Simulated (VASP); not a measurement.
Input of a VASP 6.6.1 run:

Contents of POSCAR:

```
ZrS2
1.0
    3.6346710743      0.0000000000      0.0000000000
   -1.8173355371      3.1477174847      0.0000000000
    0.0000000000      0.0000000000      5.7209341488
Zr S
1 2
Direct
    0.0000000000      0.0000000000      0.0000000000
    0.6666666667      0.3333333333      0.7446994447
    0.3333333333      0.6666666667      0.2553005553
```

INCAR.step1

```
SYSTEM = ZrS2
  PREC = Accurate
  ENCUT = 400
  EDIFF = 1E-5
  ISMEAR = 0
  SIGMA = 0.02
  LREAL = .FALSE.
  LASPH = .TRUE.
  NELM = 120
  ALGO = Normal
  ISIF = 2
  LWAVE = .TRUE.
  GGA = PE
  NBANDS = 19
  GGA_COMPAT = .FALSE.
```

Contents of INCAR.step2:

```
SYSTEM = ZrS2
  PREC = Accurate
  ENCUT = 400
  EDIFF = 1E-6
  ISMEAR = 0
  SIGMA = 0.02
  LREAL = .FALSE.
  LASPH = .TRUE.
  NELM = 120
  ALGO = Normal
  ISIF = 2
  LWAVE = .FALSE.
  LCHARG = .TRUE.
  GGA = PE
  LHFCALC = .TRUE.
  AEXX = 0.25
  PRECFOCK = Normal
  LELF = .TRUE.
  LVHAR = .TRUE.
  ISTART = 1
  NBANDS = 19
  GGA_COMPAT = .FALSE.
```

File KPOINTS:

```
regular mesh
0
G
  6 6 4
  0 0 0
```

Potentials or basis: VASP PAW PBE potentials, release 64 (Zr_sv, S).

The run is started by

```bash
$ cat potpaw_PBE.64/Zr_sv/POTCAR potpaw_PBE.64/S/POTCAR > POTCAR
$ cp INCAR.step1 INCAR
$ mpirun -np 1 vasp_std > vasp.out
$ cp INCAR.step2 INCAR
$ mpirun -np 1 vasp_std > vasp.out
```

**Question.** What does it give for the band gap on the k mesh?

**Answer.** 2.11 eV (least direct gap 2.98 eV).

**Question.** Predict the largest force.

**Answer.** 0.258 eV/Å.

Stress tensor (GPa, compression positive):
```
1.62 0.00 0.00
0.00 1.62 0.00
0.00 0.00 1.14
```

Caveat: the PAW data sets were made with another functional, which shifts forces and pressure a little. A k mesh can miss the band edges.
